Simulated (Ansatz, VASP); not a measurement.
# AgCl in VASP and in Ansatz

File POSCAR:

```
AgCl
1.0
    0.0000000000      2.7731838142      2.7731838142
    2.7135603622      0.0000000000      2.7731838142
    2.7135603622      2.7731838142      0.0000000000
Ag Cl
1 1
Direct
    0.0000000000      0.0000000000      0.0000000000
    0.5000000000      0.5000000000      0.5000000000
```

INCAR.step1

```
SYSTEM = AgCl
ALGO = Normal ; EDIFF = 1E-4
ENCUT = 520 ; GGA = PE
ISMEAR = 0 ; LASPH = .TRUE.
LCHARG = .FALSE. ; LREAL = .FALSE.
LWAVE = .TRUE. ; NBANDS = 16
NELM = 100 ; PREC = Accurate
SIGMA = 0.01
```

Contents of INCAR.step2:

```
SYSTEM = AgCl
ALGO = Normal ; EDIFF = 1E-7
ENCUT = 520 ; ISIF = 2
ISMEAR = 0 ; ISTART = 1
LASPH = .TRUE. ; LCHARG = .FALSE.
LMIXTAU = .TRUE. ; LREAL = .FALSE.
LWAVE = .FALSE. ; METAGGA = R2SCAN
NBANDS = 16 ; NELM = 100
PREC = Accurate ; SIGMA = 0.01
```

KPOINTS

```
k-points
0
G
  8 8 8
  0 0 0
```

Input for Ansatz:

```yaml
crystal:
  lattice:
    - [0.0, 2.7731838142, 2.7731838142]
    - [2.7135603622, 0.0, 2.7731838142]
    - [2.7135603622, 2.7731838142, 0.0]
  atoms:
    - { symbol: Ag, position: [0.0, 0.0, 0.0] }
    - { symbol: Cl, position: [0.5, 0.5, 0.5] }
kpoints:
  mp_grid: { grid: [8, 8, 8] }
  band_path:
    path:
      - [0.0, 0.0, 0.0]
      - [0.5, 0.0, 0.5]
      - [0.625, 0.25, 0.625]
      - [0.375, 0.375, 0.75]
      - [0.5, 0.5, 0.5]
      - [0.5, 0.25, 0.75]
      - [0.0375, 0.0375, 0.075]
      - [0.0, 0.0, 0.5]
    npoints: 1
hamiltonian:
  xc: r2scan
scf:
  occupations: { method: fixed }
  n_extra_bands: 4
output:
  forces: true
  stress: true
  eigenvalues: true
  write_density: true
  write_potential: true
  elf: true
  volumetric_format: npy
```

Change from the starting cell: uniaxial_x strain -2.1%.

Alike in both runs: task single point; functional r2SCAN; k mesh 8 × 8 × 8; no spin polarisation.

|  | VASP | Ansatz |
| --- | --- | --- |
| version | VASP 6.6.1 | Ansatz 0.2.0 |
| potentials or method | VASP PAW PBE potentials, release 64 (Ag, Cl) | plane waves, PAW |
| plane-wave cutoff (eV) | 520 | 500 |
| occupations | gaussian, width 0.01 eV | fixed |
| valence electrons in the cell | 18 | 26 |

```tsv
	VASP	Ansatz	Ansatz less VASP
gap on the k mesh at the Fermi level (eV)	1.35	1.41	+0.053
pressure (GPa)	1.1	1.2	+0.07
traceless stress, the component that is largest in VASP (GPa)	0.52	0.53	+0.011
```

VASP's potentials were made for PBE, not for r2SCAN. VASP's potentials hold 18 valence electrons a cell and Ansatz's 26, so a difference there can come from the potentials and not from the codes.
